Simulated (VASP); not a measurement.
Wanted: the native input for a VASP 6.6.1 run.

```
Task                   : relaxation of cell and atoms
Functional             : LDA
Potentials or basis    : VASP PAW LDA potentials, release 64 (Sb)
Cutoff                 : 600 eV
k mesh                 : 9 × 9 × 9
Occupations            : fermi-dirac, width 0.05 eV
Spin                   : no spin polarisation
Dipole correction      : no
Further INCAR settings : ALGO = Normal; EDIFF = 1e-06; IBRION = 2; EDIFFG = -0.03; NSW = 80; ISIF = 3
```

The structure of Sb lies in POSCAR:

```
Sb
1.0
    1.9600000000      1.9600000000      1.9600000000
   -1.9600000000      1.9600000000      1.9600000000
   -1.9600000000     -1.9600000000      1.9600000000
Sb
1
Direct
    0.0000000000      0.0000000000      0.0000000000
```

The input as run:

INCAR

```
  PREC = Accurate
  ENCUT = 600
  EDIFF = 1E-6
  ISMEAR = -1
  SIGMA = 0.05
  LREAL = F
  LASPH = T
  NELM = 80
  ALGO = Normal
  ISIF = 3
  LWAVE = F
  LCHARG = F
  IBRION = 2
  NSW = 80
  EDIFFG = -0.03
```

KPOINTS

```
regular mesh
0
Gamma
  9 9 9
```

Potentials or basis: VASP PAW LDA potentials, release 64 (Sb).

Launch:

```console
$ cat potpaw_LDA.64/Sb/POTCAR > POTCAR
$ mpirun -np 1 vasp_std > vasp.out
```

It gave:

```
Relaxed volume                         : 25.54 Å³/atom
Relaxed cell                           : a = 3.213 Å, b = 3.213 Å, c = 3.213 Å, α = 70.53°, β = 109.47°, γ = 70.53°
Space group after relaxing (to 0.05 Å) : Im-3m (No. 229)
Energy gained by relaxing              : 143.3 meV/atom
Ionic steps                            : 3
Pressure after relaxing                : 0.0 GPa
```

Caveat: the volume moved by over 15 % at a fixed basis, so the end points are rough.

It took 15 s on 1 thread of AMD EPYC 7R13, on a shared host, peak memory 0.12 GiB.
